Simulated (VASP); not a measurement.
**Al4Co: single point with PBE**

The system is Al4Co.

```
CELL_PARAMETERS angstrom
4.16925 0.00000 0.00000
0.00000 4.16925 0.00000
0.00000 0.00000 8.98203
ATOMIC_POSITIONS crystal
Al 0.00000 0.00000 0.00000
Al 0.50000 0.50000 0.00000
Al 0.00000 0.50000 0.48473
Al 0.50000 0.00000 0.51527
Al 0.00000 0.00000 0.29392
Al 0.50000 0.50000 0.29392
Al 0.50000 0.50000 0.70608
Al 0.00000 0.00000 0.70608
Co 0.00000 0.50000 0.17570
Co 0.50000 0.00000 0.82430
```

- Program: VASP 6.6.1
- Task: single point
- Functional: PBE
- Potentials or basis: VASP PAW PBE potentials, release 64 (Al, Co)
- Cutoff: 520 eV
- k mesh: 6 × 6 × 4
- Occupations: gaussian, width 0.2 eV
- Spin: no spin polarisation

```json
{
  "Pressure": "-0.1 GPa",
  "Largest force": "0.107 eV/Å",
  "Band gap on the k mesh": "zero (band 21 reaches 8.70 eV, above the bottom of band 22 at 6.57 eV)"
}
```

Forces on the atoms (eV/Å):
```
Al   0.000  0.000  0.000
Al   0.000  0.000  0.000
Al   0.000  0.000  0.053
Al   0.000  0.000 -0.053
Al   0.000  0.000  0.066
Al   0.000  0.000  0.066
Al   0.000  0.000 -0.066
Al   0.000  0.000 -0.066
Co   0.000  0.000 -0.107
Co   0.000  0.000  0.107
```

Stress tensor (GPa, compression positive):
```
 0.26  0.00  0.00
 0.00  0.26  0.00
 0.00  0.00 -0.83
```

Levels at points of the mesh, in eV from the Fermi level:
| k point | band 17 | band 18 | band 19 | band 20 | band 21 | band 22 | band 23 | band 24 | band 25 | band 26 |
| --- | --- | --- | --- | --- | --- | --- | --- | --- | --- | --- |
| (0.00, 0.00, 0.00) | -1.22 | -1.22 | -0.04 | 0.05 | 0.05 | 0.23 | 0.23 | 1.32 | 1.76 | 2.08 |
| (0.50, 0.00, 0.00) | -0.90 | -0.90 | -0.23 | -0.23 | 0.09 | 0.09 | 1.12 | 1.12 | 1.54 | 1.54 |
| (0.50, 0.50, 0.00) | -1.52 | -1.52 | -1.37 | -1.37 | -0.78 | -0.78 | 0.67 | 0.67 | 1.78 | 1.78 |
| (0.00, 0.00, 0.50) | -1.11 | -1.02 | -0.94 | -0.94 | 0.98 | 1.35 | 1.69 | 1.86 | 1.86 | 1.93 |
| (0.50, 0.00, 0.50) | -1.04 | -1.04 | -0.41 | -0.41 | 0.51 | 0.51 | 1.16 | 1.16 | 2.53 | 2.53 |
| (0.50, 0.50, 0.50) | -1.52 | -1.52 | -1.44 | -1.44 | -1.14 | -1.14 | 0.36 | 0.36 | 0.96 | 0.96 |

It took 2.1 min on 1 thread of Intel(R) Xeon(R) Platinum 8488C (Sapphire Rapids) (shared host), peak memory 0.32 GiB.

Spin polarisation is off, so any magnetic state and its effect on volume and gap are missing.
